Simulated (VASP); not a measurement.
# In3Se (Pm-3m) in VASP: notebook

Runs on In3Se. Level: PBEsol. Tasks: single point.

All numbers are computed with VASP 6.6.1; they aren't measurements. Logs are shortened: lines on timing, memory, paths and dates and some standing lists are left out, and cuts for length are marked.

## 1. The cell of the first run

Symmetry: Pm-3m, No. 221, cubic system. The conventional cell has a = 4.867 Å, b = 4.867 Å, c = 4.867 Å, α = 90.00°, β = 90.00°, γ = 90.00°. In (site symmetry 4/mmm) has 8 In at 3.44 Å and 4 Se at 3.44 Å within 4.5 Å. Se (site symmetry m-3m) has 12 In at 3.44 Å within 4.5 Å.

## 2. Single point, PBEsol

Input file INCAR:

```
PREC = Accurate
ENCUT = 520
EDIFF = 1E-7
ISMEAR = -1
SIGMA = 0.05
LREAL = F
LASPH = T
NELM = 100
ALGO = Normal
ISIF = 2
LWAVE = F
LCHARG = F
GGA = PS
NBANDS = 30
```

Input file KPOINTS:

```
regular mesh
0
Gamma
  6 6 6
```

Input file POSCAR:

```
In3Se
1.0
    4.8669725914      0.0000000000      0.0000000000
    0.0000000000      4.8669725914      0.0000000000
    0.0000000000      0.0000000000      4.8669725914
In Se
3 1
Direct
    0.5000000000      0.5000000000      0.0000000000
    0.5000000000      0.0000000000      0.5000000000
    0.0000000000      0.5000000000      0.5000000000
    0.0000000000      0.0000000000      0.0000000000
```

Potentials or basis: VASP PAW PBE potentials, release 64 (In_d, Se).

Command:

```console
$ cat potpaw_PBE.64/In_d/POTCAR potpaw_PBE.64/Se/POTCAR > POTCAR
$ mpirun -np 1 vasp_std > vasp.out
```

OUTCAR:

```text
PREC = Accurate
   ENCUT = 520
   EDIFF = 1E-7
   ISMEAR = -1
   LREAL = F
   LASPH = T
   NELM = 100
   ISIF = 2
   GGA = PS

 ion  position               nearest neighbor table
   1  0.500  0.500  0.000-   2 3.44   3 3.44   2 3.44   3 3.44   2 3.44   2 3.44   3 3.44   3 3.44

   2  0.500  0.000  0.500-   1 3.44   3 3.44   1 3.44   1 3.44   3 3.44   1 3.44   3 3.44   3 3.44

   3  0.000  0.500  0.500-   1 3.44   2 3.44   1 3.44   2 3.44   1 3.44   2 3.44   1 3.44   2 3.44

   4  0.000  0.000  0.000-

  LATTYP: Found a simple cubic cell.
 ALAT       =     4.8669725914

  Lattice vectors:

 A1 = (   4.8669725914,   0.0000000000,   0.0000000000)
 A2 = (   0.0000000000,   4.8669725914,   0.0000000000)
 A3 = (   0.0000000000,   0.0000000000,   4.8669725914)

Analysis of symmetry for initial positions (statically):
=====================================================================
 Subroutine PRICEL returns:
 Original cell was already a primitive cell.

 Routine SETGRP: Setting up the symmetry group for a
 simple cubic supercell.

 Subroutine GETGRP returns: Found 48 space group operations
 (whereof 48 operations were pure point group operations)
 out of a pool of 48 trial point group operations.

The static configuration has the point symmetry O_h .

Analysis of symmetry for dynamics (positions and initial velocities):
=====================================================================
 Subroutine PRICEL returns:
 Original cell was already a primitive cell.

 Routine SETGRP: Setting up the symmetry group for a
 simple cubic supercell.

 Subroutine GETGRP returns: Found 48 space group operations
 (whereof 48 operations were pure point group operations)
 out of a pool of 48 trial point group operations.

The dynamic configuration has the point symmetry O_h .

 Subroutine INISYM returns: Found 48 space group operations
 (whereof 48 operations are pure point group operations),
 and found     1 'primitive' translations

----------------------------------------------------------------------------------------

                                     Primitive cell

  volume of cell :     115.2860

  direct lattice vectors                    reciprocal lattice vectors
     4.866972591  0.000000000  0.000000000     0.205466536  0.000000000  0.000000000
     0.000000000  4.866972591  0.000000000     0.000000000  0.205466536  0.000000000
     0.000000000  0.000000000  4.866972591     0.000000000  0.000000000  0.205466536

  length of vectors
     4.866972591  4.866972591  4.866972591     0.205466536  0.205466536  0.205466536

  position of ions in fractional coordinates (direct lattice)
     0.500000000  0.500000000  0.000000000
     0.500000000  0.000000000  0.500000000
     0.000000000  0.500000000  0.500000000
     0.000000000  0.000000000  0.000000000

  ion indices of the primitive-cell ions
   primitive index   ion index
                 1           1
                 2           2
                 3           3
                 4           4

----------------------------------------------------------------------------------------

 KPOINTS: regular mesh

Automatic generation of k-mesh.
 Grid dimensions read from file:
 generate k-points for:    6    6    6

 Generating k-lattice:

  Cartesian coordinates                     Fractional coordinates (reciprocal lattice)
     0.034244423  0.000000000  0.000000000     0.166666667  0.000000000  0.000000000
     0.000000000  0.034244423  0.000000000     0.000000000  0.166666667  0.000000000
     0.000000000  0.000000000  0.034244423     0.000000000  0.000000000  0.166666667

  Length of vectors
     0.034244423  0.034244423  0.034244423

  Shift w.r.t. Gamma in fractional coordinates (k-lattice)
     0.000000000  0.000000000  0.000000000

 Subroutine IBZKPT returns following result:
 ===========================================

 Found     20 irreducible k-points:

 Following reciprocal coordinates:
            Coordinates               Weight
  0.000000  0.000000  0.000000      1.000000
  0.166667  0.000000  0.000000      6.000000
  0.333333  0.000000  0.000000      6.000000
  0.500000  0.000000  0.000000      3.000000
  0.166667  0.166667  0.000000     12.000000
  0.333333  0.166667  0.000000     24.000000
[... 12 lines left out ...]
  0.500000  0.500000  0.333333      6.000000
  0.500000  0.500000  0.500000      1.000000
   k-points           NKPTS =     20   k-points in BZ     NKDIM =     20   number of bands    NBANDS=     30
   number of dos      NEDOS =    301   number of ions     NIONS =      4
   total plane-waves  NPLWV =  46656
   dimension x,y,z NGX =    36 NGY =   36 NGZ =   36
   dimension x,y,z NGXF=    72 NGYF=   72 NGZF=   72
   ions per type =               3   1
   NGX,Y,Z   is equivalent  to a cutoff of  12.30, 12.30, 12.30 a.u.
   NGXF,Y,Z  is equivalent  to a cutoff of  24.59, 24.59, 24.59 a.u.
 SYSTEM =  unknown system
   PREC   = accura    normal or accurate (medium, high low for compatibility)
   ISTART =      0    job   : 0-new  1-cont  2-samecut
   ICHARG =      2    charge: 1-file 2-atom 10-const
   ISPIN  =      1    spin polarized calculation?
   LNONCOLLINEAR =      F non collinear calculations
   LSORBIT =      F    spin-orbit coupling
   LASPH  =      T    aspherical Exc in radial PAW
   ENCUT  =  520.0 eV  38.22 Ry    6.18 a.u.   9.05  9.05  9.05*2*pi/ulx,y,z
   NELM   =    100;   NELMIN=  2; NELMDL= -5     # of ELM steps
   EDIFF  = 0.1E-06   stopping-criterion for ELM
   LREAL  =      F    real-space projection
   EDIFFG = 0.1E-05   stopping-criterion for IOM
   NSW    =      0    number of steps for IOM
   IBRION =     -1    ionic relax: 0-MD 1-quasi-New 2-CG
   NFREE  =      0    steps in history (QN), initial steepest desc. (CG)
   ISIF   =      2    stress and relaxation
   ISYM   =      2    0-nonsym 1-usesym 2-fastsym
   POTIM  = 0.5000    time-step for ionic-motion
   TEBEG  =    0.0;   TEEND  =   0.0 temperature during run
   PSTRESS=    0.0 pullay stress
   NELECT =      45.0000    total number of electrons
   NUPDOWN=      -1.0000    fix difference up-down
   EMIN   =  10.00;   EMAX   =-10.00  energy-range for DOS
   EFERMI =   0.00;   METHOD = LEGACY
   ISMEAR =    -1;   SIGMA  =   0.05  broadening in eV -4-tet -1-fermi 0-gaus
   EFERMI_NEDOS =   21; number of points for ismear=-14 and -15
   IALGO  =     38    algorithm
   IMIX   =      4    mixing-type and parameters
     AMIX     =   0.40;   BMIX     =  1.00
     AMIX_MAG =   1.60;   BMIX_MAG =  1.00
  volume/ion in A,a.u.               =      28.82       194.50
  Fermi-wavevector in a.u.,A,eV,Ry     =   1.196429  2.260922 19.475941  1.431441
  Thomas-Fermi vector in A             =   2.332369
   LORBIT       =      0    0 simple, 1 ext, 2 COOP (PROOUT), +10 PAW based schemes
   GGA     = PS    functional components
   LHFCALC =     F    Hartree Fock is set to
   AEXX    =    0.0000 exact exchange contribution
   IVDW    =     0    specifies the selected vdW correction
   LEPSILON=     F    determine dielectric tensor
   LRPA    =     F    only Hartree local field effects (RPA)
 non-spin polarized calculation
  energy-cutoff  :      520.00
  volume of cell :      115.29
 maximum number of plane-waves:      3136
   NGX = 19   NGY = 19   NGZ = 19

 number of electron      44.9999973 magnetization

 Free energy of the ion-electron system (eV)
  ---------------------------------------------------
  ext. energy  EPLUGINS =         0.00000000
  ---------------------------------------------------
  free energy    TOTEN  =       -13.06453859 eV

  energy without entropy =      -13.05180989  energy(sigma->0) =      -13.05817424

 E-fermi :   5.4684     XC(G=0):  -9.7207

 val. band max:        5.3492757300   @ k =   0.5000   0.0000   0.0000
 cond. band min:       5.5127722686   @ k =   0.5000   0.3333   0.1667
 fundamental gap:      0.1634965386
 Fermi energy:         5.4684054417

 k-point     1 :       0.0000    0.0000    0.0000
  band No.  band energies     occupation
      1      -9.2526      2.00000
      2      -9.2526      2.00000
      3      -9.2526      2.00000
      4      -9.2504      2.00000
      5      -9.1445      2.00000
      6      -9.1445      2.00000
[... 22 lines left out ...]
     29      10.5539      0.00000
     30      12.0603      0.00000

 k-point     2 :       0.1667    0.0000    0.0000
  band No.  band energies     occupation
      1      -9.2489      2.00000
      2      -9.2303      2.00000
      3      -9.2303      2.00000
      4      -9.2302      2.00000
      5      -9.1420      2.00000
      6      -9.1304      2.00000
[... 22 lines left out ...]
     29      11.2152      0.00000
     30      12.1400      0.00000

 k-point     3 :       0.3333    0.0000    0.0000
  band No.  band energies     occupation
      1      -9.2411      2.00000
      2      -9.1804      2.00000
      3      -9.1689      2.00000
      4      -9.1689      2.00000
      5      -9.1353      2.00000
      6      -9.0949      2.00000
[... 22 lines left out ...]
     29      10.9606      0.00000
     30      11.6255      0.00000

 k-point     4 :       0.5000    0.0000    0.0000
  band No.  band energies     occupation
      1      -9.2369      2.00000
      2      -9.1497      2.00000
      3      -9.1212      2.00000
      4      -9.1008      2.00000
      5      -9.1008      2.00000
      6      -9.0678      2.00000
[... 484 lines left out ...]
     29      12.0241      0.00000
     30      12.0330      0.00000

 k-point    19 :       0.5000    0.5000    0.3333
  band No.  band energies     occupation
      1      -9.2199      2.00000
      2      -9.1626      2.00000
      3      -9.1626      2.00000
      4      -9.1604      2.00000
      5      -9.1426      2.00000
      6      -9.1426      2.00000
[... 22 lines left out ...]
     29      12.1862      0.00000
     30      12.9853      0.00000

 k-point    20 :       0.5000    0.5000    0.5000
  band No.  band energies     occupation
      1      -9.2422      2.00000
      2      -9.1701      2.00000
      3      -9.1701      2.00000
      4      -9.1701      2.00000
      5      -9.1497      2.00000
      6      -9.1497      2.00000
[... 22 lines left out ...]
     29      13.0810      0.00000
     30      13.4156      0.00000

------------------------ aborting loop because EDIFF is reached ----------------------------------------

  FORCE on cell =-STRESS in cart. coord.  units (eV):
  Direction    XX          YY          ZZ          XY          YZ          ZX
  --------------------------------------------------------------------------------------
  -------------------------------------------------------------------------------------
  Total       -2.8180489     -2.8180489     -2.8180489      0.0000000      0.0000000     -0.0000000
  in kB      -39.1635815    -39.1635815    -39.1635815      0.0000000      0.0000000     -0.0000000
  external PRESSURE =     -39.1635815 kB  Pullay stress =       0.0000000 kB

 VOLUME and BASIS-vectors are now :
 -----------------------------------------------------------------------------
  energy-cutoff  :      520.00
  volume of cell :      115.29
      direct lattice vectors                 reciprocal lattice vectors
     4.866972591  0.000000000  0.000000000     0.205466536  0.000000000  0.000000000
     0.000000000  4.866972591  0.000000000     0.000000000  0.205466536  0.000000000
     0.000000000  0.000000000  4.866972591     0.000000000  0.000000000  0.205466536

 POSITION                                       TOTAL-FORCE (eV/Angst)
 -----------------------------------------------------------------------------------
      2.43349      2.43349      0.00000         0.000000      0.000000      0.000000
      2.43349      0.00000      2.43349         0.000000      0.000000      0.000000
      0.00000      2.43349      2.43349         0.000000      0.000000      0.000000
      0.00000      0.00000      0.00000         0.000000      0.000000      0.000000
 -----------------------------------------------------------------------------------
    total drift:                                0.000000      0.000000      0.000000

  FREE ENERGIE OF THE ION-ELECTRON SYSTEM (eV)
  ---------------------------------------------------
  free  energy   TOTEN  =       -13.0645385867 eV

  energy  without entropy=      -13.0518098922  energy(sigma->0) =      -13.05817424
```

Run time: 32 s. Hardware: 1 thread of AMD EPYC 9R45 (Zen 5), shared host; peak memory 0.2 GiB.

Results:

```yaml
Free_energy: -13.0645 eV
Pressure: -3.9 GPa
```

Caveat: the PAW data sets were made with another functional, which shifts forces and pressure a little; spin-orbit coupling is left out, which moves the levels of the heavy elements.

## 3. Single point, PBEsol

This run uses another cell than the first one, of 29.38 Å³/atom, 1.019 times its volume.

Input file INCAR:

```
SYSTEM = In3Se
PREC = Accurate
ENCUT = 520
EDIFF = 1E-6
ISMEAR = -1
SIGMA = 0.05
LREAL = .FALSE.
LASPH = .TRUE.
NELM = 80
ALGO = Normal
ISIF = 2
LWAVE = .FALSE.
LCHARG = .FALSE.
GGA = PS
NBANDS = 30
```

Input file KPOINTS:

```
Automatic mesh
0
G
  6 6 6
  0 0 0
```

Input file POSCAR:

```
In3Se
1.0
    4.8979732526      0.0000000000      0.0000000000
    0.0000000000      4.8979732526      0.0000000000
    0.0000000000      0.0000000000      4.8979732526
In Se
3 1
Direct
    0.5000000000      0.5000000000      0.0000000000
    0.5000000000      0.0000000000      0.5000000000
    0.0000000000      0.5000000000      0.5000000000
    0.0000000000      0.0000000000      0.0000000000
```

Potentials or basis: VASP PAW PBE potentials, release 64 (In_d, Se).

Command:

```console
$ cat potpaw_PBE.64/In_d/POTCAR potpaw_PBE.64/Se/POTCAR > POTCAR
$ mpirun -np 1 vasp_std > vasp.out
```

OUTCAR:

```text
SYSTEM = In3Se
   PREC = Accurate
   ENCUT = 520
   EDIFF = 1E-6
   ISMEAR = -1
   LREAL = .FALSE.
   LASPH = .TRUE.
   NELM = 80
   ISIF = 2
   GGA = PS

 ion  position               nearest neighbor table
   1  0.500  0.500  0.000-   2 3.46   3 3.46   2 3.46   3 3.46   2 3.46   2 3.46   3 3.46   3 3.46

   2  0.500  0.000  0.500-   1 3.46   3 3.46   1 3.46   1 3.46   3 3.46   1 3.46   3 3.46   3 3.46

   3  0.000  0.500  0.500-   1 3.46   2 3.46   1 3.46   2 3.46   1 3.46   2 3.46   1 3.46   2 3.46
[... 854 lines left out ...]
  Direction    XX          YY          ZZ          XY          YZ          ZX
  --------------------------------------------------------------------------------------
  -------------------------------------------------------------------------------------
  Total       -3.1586358     -3.1586358     -3.1586358     -0.0000000     -0.0000000      0.0000000
  in kB      -43.0686153    -43.0686153    -43.0686153     -0.0000000     -0.0000000      0.0000000
  external PRESSURE =     -43.0686153 kB  Pullay stress =       0.0000000 kB

 VOLUME and BASIS-vectors are now :
 -----------------------------------------------------------------------------
  energy-cutoff  :      520.00
  volume of cell :      117.50
      direct lattice vectors                 reciprocal lattice vectors
     4.897973253  0.000000000  0.000000000     0.204166080  0.000000000  0.000000000
     0.000000000  4.897973253  0.000000000     0.000000000  0.204166080  0.000000000
     0.000000000  0.000000000  4.897973253     0.000000000  0.000000000  0.204166080

 POSITION                                       TOTAL-FORCE (eV/Angst)
 -----------------------------------------------------------------------------------
      2.44899      2.44899      0.00000         0.000000      0.000000      0.000000
      2.44899      0.00000      2.44899         0.000000      0.000000      0.000000
      0.00000      2.44899      2.44899         0.000000      0.000000      0.000000
      0.00000      0.00000      0.00000         0.000000      0.000000      0.000000
 -----------------------------------------------------------------------------------
    total drift:                                0.000000      0.000000      0.000000

  FREE ENERGIE OF THE ION-ELECTRON SYSTEM (eV)
  ---------------------------------------------------
  free  energy   TOTEN  =       -13.0081692531 eV

  energy  without entropy=      -12.9955096199  energy(sigma->0) =      -13.00183944
```

OSZICAR:

```text
N       E                     dE             d eps       ncg     rms          rms(c)
DAV:   1     0.400726401741E+03    0.40073E+03   -0.20954E+04  1200   0.180E+03
DAV:   2     0.280228848003E+02   -0.37270E+03   -0.36387E+03  1206   0.440E+02
DAV:   3    -0.114780149538E+02   -0.39501E+02   -0.38299E+02  1500   0.159E+02
DAV:   4    -0.132990605243E+02   -0.18210E+01   -0.18167E+01  1380   0.359E+01
DAV:   5    -0.133780808234E+02   -0.79020E-01   -0.79014E-01  1728   0.666E+00    0.355E+00
DAV:   6    -0.130169665902E+02    0.36111E+00   -0.11366E+00  1736   0.849E+00    0.197E+00
DAV:   7    -0.130138176888E+02    0.31489E-02   -0.15372E-01  1402   0.195E+00    0.849E-01
DAV:   8    -0.130089603141E+02    0.48574E-02   -0.12999E-02  1604   0.584E-01    0.237E-01
DAV:   9    -0.130081718341E+02    0.78848E-03   -0.36920E-03  1588   0.311E-01    0.950E-02
DAV:  10    -0.130081639211E+02    0.79130E-05   -0.50213E-04  1646   0.213E-01    0.331E-02
DAV:  11    -0.130081702917E+02   -0.63706E-05   -0.58331E-05  1622   0.446E-02    0.118E-02
DAV:  12    -0.130081691522E+02    0.11395E-05   -0.62061E-06  1416   0.177E-02    0.668E-03
DAV:  13    -0.130081692531E+02   -0.10091E-06   -0.24157E-07   840   0.378E-03
   1 F= -.13008169E+02 E0= -.13001839E+02  d E =-.126596E-01
```

It took 32 s on 1 thread of AMD EPYC 9R45 (Zen 5), shared host; peak memory 0.2 GiB.

What came out:

```yaml
Free_energy: -13.0082 eV
Pressure: -4.3 GPa
```

Levels at points of the mesh, in eV from the Fermi level:
| k point | band 18 | band 19 | band 20 | band 21 | band 22 | band 23 | band 24 | band 25 | band 26 | band 27 |
| --- | --- | --- | --- | --- | --- | --- | --- | --- | --- | --- |
| (0.00, 0.00, 0.00) | -3.08 | -3.08 | -3.08 | -2.42 | -2.42 | 1.04 | 1.04 | 1.04 | 3.96 | 3.96 |
| (0.50, 0.00, 0.00) | -4.96 | -2.32 | -2.32 | -1.95 | -1.04 | -0.09 | -0.09 | 1.38 | 3.37 | 3.51 |
| (0.50, 0.50, 0.00) | -5.73 | -5.57 | -1.86 | -0.86 | -0.82 | -0.82 | 1.18 | 1.71 | 1.71 | 1.75 |
| (0.50, 0.50, 0.50) | -4.38 | -4.38 | -3.92 | -3.92 | -3.92 | -3.04 | 2.77 | 2.77 | 2.77 | 7.48 |

Caveat: the PAW data sets were made with another functional, which shifts forces and pressure a little; spin-orbit coupling is left out, which moves the levels of the heavy elements.
